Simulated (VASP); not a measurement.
**ZnSe: single point with PBE**

The system is ZnSe.

```
Zn Se
1.0
     0.00000    3.02546    2.57164
     3.02546    0.00000    2.57164
     3.02546    3.02546    0.00000
Zn Se
1 1
Cartesian
  0.0000 0.0000 0.0000
  4.5382 4.5382 3.8575
```

This cell differs from its parent crystal: ratio of the length along z to the lengths across it x 0.85, volume and fractional coordinates fixed.

```
Program                : VASP 6.6.1
Task                   : single point
Functional             : PBE
Potentials or basis    : VASP PAW PBE potentials, release 64 (Zn, Se)
Cutoff                 : 520 eV
k mesh                 : 10 × 10 × 10
Occupations            : gaussian, width 0.05 eV
Spin                   : no spin polarisation
Dipole correction      : no
Further INCAR settings : ALGO = Normal; EDIFF = 1e-06; NBANDS = 16
```

| Property | Result |
| --- | --- |
| Pressure | -0.3 GPa |
| Band gap on the k mesh | 0.79 eV, direct |

Stress tensor (GPa, compression positive):
```
-1.66  0.00  0.00
 0.00 -1.66  0.00
 0.00  0.00  2.45
```

Levels at points of the mesh, in eV from the valence-band top:
| k point | band 5 | band 6 | band 7 | band 8 | band 9 | band 10 | band 11 | band 12 | band 13 | band 14 |
| --- | --- | --- | --- | --- | --- | --- | --- | --- | --- | --- |
| (0.00, 0.00, 0.00) | -6.36 | -6.34 | -0.42 | -0.42 | 0.00 | 0.79 | 5.66 | 5.75 | 5.75 | 9.56 |
| (0.50, 0.00, 0.00) | -6.31 | -6.21 | -5.19 | -1.45 | -0.70 | 1.99 | 5.58 | 7.03 | 8.36 | 10.29 |
| (0.50, 0.50, 0.00) | -6.29 | -6.07 | -4.20 | -2.81 | -2.81 | 2.22 | 2.49 | 10.63 | 10.63 | 11.05 |
| (0.50, 0.00, 0.50) | -6.34 | -6.25 | -5.09 | -2.08 | -1.82 | 3.07 | 3.77 | 9.49 | 9.60 | 10.55 |

Run time: 83 s on 1 thread of Intel(R) Xeon(R) Platinum 8259CL CPU @ 2.50GHz (Skylake/Cascade Lake), on a shared host, peak memory 0.23 GiB.
